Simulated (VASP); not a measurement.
# W (I4/mmm) in VASP: notebook, part 2 of 2

VASP 6.6.1. Earlier steps stand in the parts before.

## (3) Single point, PBEsol (strain +0.015 along x and y, -0.015 along z)

INCAR

```
PREC     = Accurate       # precision mode
ENCUT    = 520            # plane-wave cutoff, eV
EDIFF    = 1E-7           # SCF threshold, eV
ISMEAR   = 0              # smearing method
SIGMA    = 0.15           # smearing width, eV
LREAL    = F              # projectors in reciprocal space
LASPH    = T              # aspherical terms in the spheres
NELM     = 60             # most SCF steps
ALGO     = Fast           # electronic algorithm
ISIF     = 2              # what is computed and relaxed
LWAVE    = F              # write WAVECAR
LCHARG   = F              # write CHGCAR
GGA      = PS             # functional
NBANDS   = 13             # bands
```

KPOINTS

```
Automatic mesh
0
Gamma
  20 20 20
```

POSCAR

```
W
1.0
    0.0000000000      2.0604500000      1.9995500000
    2.0604500000      0.0000000000      1.9995500000
    2.0604500000      2.0604500000      0.0000000000
W
1
Direct
    0.0000000000      0.0000000000      0.0000000000
```

Potentials or basis: VASP PAW PBE potentials, release 64 (W_sv).

Started as:

```bash
$ cat potpaw_PBE.64/W_sv/POTCAR > POTCAR
$ mpirun -np 1 vasp_std > vasp.out
```

Run time: 2.5 min. Hardware: 1 thread of Intel Xeon 8259CL, shared host; peak memory 0.26 GiB.

The run converged. Its results:

```
Free energy            : -13.2764 eV
Pressure               : -15.7 GPa
Band gap on the k mesh : zero (bands 7 and 8 overlap by 3.75 eV)
```

Stress tensor (GPa, compression positive):
```
-12.51   0.00   0.00
  0.00 -12.51   0.00
  0.00   0.00 -22.20
```

Levels at points of the mesh, in eV from the Fermi level:
| k point | band 5 | band 6 | band 7 | band 8 | band 9 | band 10 |
| --- | --- | --- | --- | --- | --- | --- |
| (0.00, 0.00, 0.00) | -8.85 | -0.67 | -0.67 | -0.29 | 2.14 | 2.68 |
| (0.50, 0.00, 0.00) | -5.45 | -0.98 | -0.54 | 0.54 | 4.65 | 4.92 |
| (0.50, 0.50, 0.00) | -5.26 | -4.39 | 3.25 | 4.72 | 5.50 | 5.50 |
| (0.50, 0.00, 0.50) | -5.30 | -4.30 | 2.67 | 4.73 | 5.26 | 5.68 |

Caveat: the cell differs from its parent crystal (strain +0.015 along x and y, -0.015 along z); the cell stands under tension; the PAW data sets were made with another functional, which shifts forces and pressure a little; spin-orbit coupling is left out, which moves the levels of the heavy elements.

## (4) Single point, PBEsol (strain +0.015 along x and y, +0.000 along z)

INCAR

```
SYSTEM = W
ALGO = Fast
EDIFF = 1E-6
ENCUT = 520
GGA = PS
ISIF = 2
ISMEAR = 0
LASPH = .TRUE.
LCHARG = .FALSE.
LREAL = .FALSE.
LWAVE = .FALSE.
NBANDS = 13
NELM = 100
PREC = Accurate
SIGMA = 0.15
```

KPOINTS

```
k-points
0
G
  20 20 20
  0 0 0
```

POSCAR

```
W
1.0
    0.0000000000      2.0604500000      2.0300000000
    2.0604500000      0.0000000000      2.0300000000
    2.0604500000      2.0604500000      0.0000000000
W
1
Direct
    0.0000000000      0.0000000000      0.0000000000
```

Started as:

```bash
$ cat potpaw_PBE.64/W_sv/POTCAR > POTCAR
$ mpirun -np 1 vasp_std > vasp.out
```

Run time: 2.5 min. Hardware: 1 thread of Intel Xeon 8259CL, shared host; peak memory 0.26 GiB.

The run converged. Its results:

```yaml
Free_energy: -13.2405 eV
Pressure: -19.2 GPa
Band_gap_on_the_k_mesh: zero (bands 7 and 8 overlap by 3.49 eV)
```

Stress tensor (GPa, compression positive):
```
-17.52   0.00   0.00
  0.00 -17.52   0.00
  0.00   0.00 -22.45
```

Levels at points of the mesh, in eV from the Fermi level:
| k point | band 3 | band 4 | band 5 | band 6 | band 7 | band 8 | band 9 | band 10 | band 11 | band 12 |
| --- | --- | --- | --- | --- | --- | --- | --- | --- | --- | --- |
| (0.00, 0.00, 0.00) | -37.43 | -37.41 | -8.75 | -0.57 | -0.57 | -0.39 | 2.25 | 2.52 | 12.76 | 17.55 |
| (0.50, 0.00, 0.00) | -37.57 | -37.54 | -5.35 | -0.82 | -0.61 | 0.52 | 4.64 | 4.77 | 9.55 | 12.36 |
| (0.50, 0.50, 0.00) | -37.80 | -37.80 | -5.15 | -4.25 | 3.00 | 4.64 | 5.40 | 5.40 | 11.17 | 11.17 |
| (0.50, 0.00, 0.50) | -37.78 | -37.76 | -5.18 | -4.21 | 2.71 | 4.66 | 5.27 | 5.49 | 11.30 | 11.50 |

Caveat: the cell differs from its parent crystal (strain +0.015 along x and y, +0.000 along z); the cell stands under tension; the PAW data sets were made with another functional, which shifts forces and pressure a little; spin-orbit coupling is left out, which moves the levels of the heavy elements.

## (5) Single point, PBEsol (strain +0.030 along x and y, +0.000 along z)

INCAR

```
SYSTEM = W
PREC     = Accurate       ! precision mode
ENCUT    = 520            ! plane-wave cutoff, eV
EDIFF    = 1E-7           ! SCF threshold, eV
ISMEAR   = 0              ! smearing method
SIGMA    = 0.15           ! smearing width, eV
LREAL    = .FALSE.        ! projectors in reciprocal space
LASPH    = .TRUE.         ! aspherical terms in the spheres
NELM     = 60             ! most SCF steps
ALGO     = Fast           ! electronic algorithm
ISIF     = 2              ! what is computed and relaxed
LWAVE    = .FALSE.        ! write WAVECAR
LCHARG   = .TRUE.         ! write CHGCAR
GGA      = PS             ! functional
LELF     = .TRUE.         ! ELF
LVHAR    = .TRUE.       
NBANDS   = 13             ! bands
```

KPOINTS

```
regular mesh
0
G
  20 20 20
  0 0 0
```

POSCAR

```
W
1.0
    0.0000000000      2.0909000000      2.0300000000
    2.0909000000      0.0000000000      2.0300000000
    2.0909000000      2.0909000000      0.0000000000
W
1
Direct
    0.0000000000      0.0000000000      0.0000000000
```

Started as:

```bash
$ cat potpaw_PBE.64/W_sv/POTCAR > POTCAR
$ mpirun -np 1 vasp_std > vasp.out
```

It took 2.4 min on 1 thread of Intel Xeon 8259CL, shared host; peak memory 0.26 GiB.

It converged, with:

| Quantity | Value |
| --- | --- |
| Free energy | -13.1768 eV |
| Pressure | -25.3 GPa |
| Band gap on the k mesh | zero (bands 7 and 8 overlap by 3.46 eV) |

Stress tensor (GPa, compression positive):
```
-22.35   0.00   0.00
  0.00 -22.35   0.00
  0.00   0.00 -31.12
```

Levels at points of the mesh, in eV from the Fermi level:
```tsv
k point	band 5	band 6	band 7	band 8	band 9	band 10
(0.00, 0.00, 0.00)	-8.61	-0.61	-0.61	-0.26	2.02	2.52
(0.50, 0.00, 0.00)	-5.22	-0.90	-0.49	0.43	4.37	4.61
(0.50, 0.50, 0.00)	-4.97	-4.12	3.02	4.42	5.16	5.16
(0.50, 0.00, 0.50)	-5.01	-4.04	2.47	4.43	4.93	5.32
```

Caveat: the cell differs from its parent crystal (strain +0.030 along x and y, +0.000 along z); the cell stands under tension; the PAW data sets were made with another functional, which shifts forces and pressure a little; spin-orbit coupling is left out, which moves the levels of the heavy elements.

## (6) Single point, PBEsol (strain +0.015 along x and y, +0.030 along z)

INCAR

```
SYSTEM = W
PREC = Accurate
ENCUT = 520
EDIFF = 1E-6
ISMEAR = 0
SIGMA = 0.15
LREAL = .False.
LASPH = .True.
NELM = 100
ALGO = Fast
ISIF = 2
LWAVE = .False.
LCHARG = .False.
GGA = PS
NBANDS = 13
```

KPOINTS

```
regular mesh
0
Gamma
  20 20 20
  0 0 0
```

POSCAR

```
W
1.0
    0.0000000000      2.0604500000      2.0909000000
    2.0604500000      0.0000000000      2.0909000000
    2.0604500000      2.0604500000      0.0000000000
W
1
Direct
    0.0000000000      0.0000000000      0.0000000000
```

Potentials or basis: VASP PAW PBE potentials, release 64 (W_sv).

Started as:

```bash
$ cat potpaw_PBE.64/W_sv/POTCAR > POTCAR
$ mpirun -np 1 vasp_std > vasp.out
```

OUTCAR:

```text
SYSTEM = W
   PREC = Accurate
   ENCUT = 520
   EDIFF = 1E-6
   ISMEAR = 0
   LREAL = .False.
   LASPH = .True.
   NELM = 100
   ISIF = 2
   GGA = PS

 ion  position               nearest neighbor table
   1  0.000  0.000  0.000-

  LATTYP: Found a body centered tetragonal cell.
 ALAT       =     2.9139163346
 C/A-ratio  =     1.4351132702

  Lattice vectors:

 A1 = (  -2.0604500000,   0.0000000000,   2.0909000000)
 A2 = (   2.0604500000,   0.0000000000,   2.0909000000)
 A3 = (   0.0000000000,   2.0604500000,  -2.0909000000)

Analysis of symmetry for initial positions (statically):
=====================================================================
 Subroutine PRICEL returns:
 Original cell was already a primitive cell.

 Routine SETGRP: Setting up the symmetry group for a
 body centered tetragonal supercell.

 Subroutine GETGRP returns: Found 16 space group operations
 (whereof 16 operations were pure point group operations)
 out of a pool of 16 trial point group operations.

The static configuration has the point symmetry D_4h.

[... 161 lines left out ...]

 val. band max:        9.2739087747   @ k =   0.4500   0.0500   0.1500
 cond. band min:       9.2824235874   @ k =   0.2500   0.1500   0.0500
 fundamental gap:      0.0085148127
 Fermi energy:         9.2809090444

 k-point     1 :       0.0000    0.0000    0.0000
  band No.  band energies     occupation
      1     -64.5234      2.00000
      2     -28.2424      2.00000
      3     -28.2299      2.00000
      4     -28.2299      2.00000
      5       0.6866      2.00000
      6       8.6815      2.00000
      7       8.8580      1.99993
      8       8.8580      1.99993
      9      11.4427      0.00000
     10      11.7031      0.00000
     11      21.9986      0.00000
     12      26.5078      0.00000
     13      26.9369      0.00000
[... 354 lines left out ...]
  band No.  band energies     occupation
      1     -64.4605      2.00000
      2     -28.9712      2.00000
      3     -28.3699      2.00000
      4     -28.3171      2.00000
      5       3.9367      2.00000
      6       8.3965      2.00000
      7       8.6722      2.00000
      8       8.9819      1.99518
      9      12.5587      0.00000
     10      13.3678      0.00000
     11      20.0710      0.00000
     12      23.2061      0.00000
     13      28.1650      0.00000

 [... further k-points ...]
[... 5 lines left out ...]
  --------------------------------------------------------------------------------------
  -------------------------------------------------------------------------------------
  Total       -2.9477387     -2.9477387     -2.4879244      0.0000000      0.0000000      0.0000000
  in kB     -266.0186834   -266.0186834   -224.5227459      0.0000000      0.0000000      0.0000000
  external PRESSURE =    -252.1867042 kB  Pullay stress =       0.0000000 kB

 VOLUME and BASIS-vectors are now :
 -----------------------------------------------------------------------------
  energy-cutoff  :      520.00
  volume of cell :       17.75
      direct lattice vectors                 reciprocal lattice vectors
     0.000000000  2.060450000  2.090900000    -0.242665437  0.242665437  0.239131474
     2.060450000  0.000000000  2.090900000     0.242665437 -0.242665437  0.239131474
     2.060450000  2.060450000  0.000000000     0.242665437  0.242665437 -0.239131474

 POSITION                                       TOTAL-FORCE (eV/Angst)
 -----------------------------------------------------------------------------------
      0.00000      0.00000      0.00000        -0.000000      0.000000      0.000000
 -----------------------------------------------------------------------------------
    total drift:                               -0.000000      0.000000      0.000000

  FREE ENERGIE OF THE ION-ELECTRON SYSTEM (eV)
  ---------------------------------------------------
  free  energy   TOTEN  =       -13.1685883415 eV

  energy  without entropy=      -13.1522131219  energy(sigma->0) =      -13.16040073
```

Wall time 2.3 min (1 thread of Intel Xeon 8259CL, shared host); peak memory 0.26 GiB.

What came out:

| Property | Result |
| --- | --- |
| Free energy | -13.1686 eV |
| Pressure | -25.2 GPa |
| Band gap on the k mesh | zero (bands 7 and 8 overlap by 3.18 eV) |

Caveat: the cell differs from its parent crystal (strain +0.015 along x and y, +0.030 along z); the cell stands under tension; the PAW data sets were made with another functional, which shifts forces and pressure a little; spin-orbit coupling is left out, which moves the levels of the heavy elements.

## (7) Overview

```csv
cell,further INCAR settings,gap on the mesh (eV),pressure (GPa)
"a = 2.892, b = 2.892, c = 2.871 Å, angles 60.2, 60.2, 59.5°, 1 atom",ALGO = Fast; EDIFF = 1e-07; NBANDS = 13,none,-15.7
"a = 2.871, b = 2.871, c = 2.914 Å, angles 59.5, 59.5, 61.0°, 1 atom",ALGO = Fast; EDIFF = 1e-07; NBANDS = 13,none,-15.7
"a = 2.892, b = 2.892, c = 2.914 Å, angles 59.8, 59.8, 60.5°, 1 atom",ALGO = Fast; EDIFF = 1e-06; NBANDS = 13,none,-19.2
"a = 2.914, b = 2.914, c = 2.957 Å, angles 59.5, 59.5, 61.0°, 1 atom",ALGO = Fast; EDIFF = 1e-07; NBANDS = 13,none,-25.3
"a = 2.936, b = 2.936, c = 2.914 Å, angles 60.2, 60.2, 59.5°, 1 atom",ALGO = Fast; EDIFF = 1e-06; NBANDS = 13,none,-25.2
```

Alike in all rows: task single point; level PBEsol; potentials or basis VASP PAW PBE potentials, release 64 (W_sv); no spin polarisation; k mesh 20 × 20 × 20; cutoff (eV) 520; smearing gaussian 0.15 eV.

Caveats: the cell stands under tension; the PAW data sets were made with another functional, which shifts forces and pressure a little; spin-orbit coupling is left out, which moves the levels of the heavy elements.

Absolute energies hang on the potentials; compare differences alone.
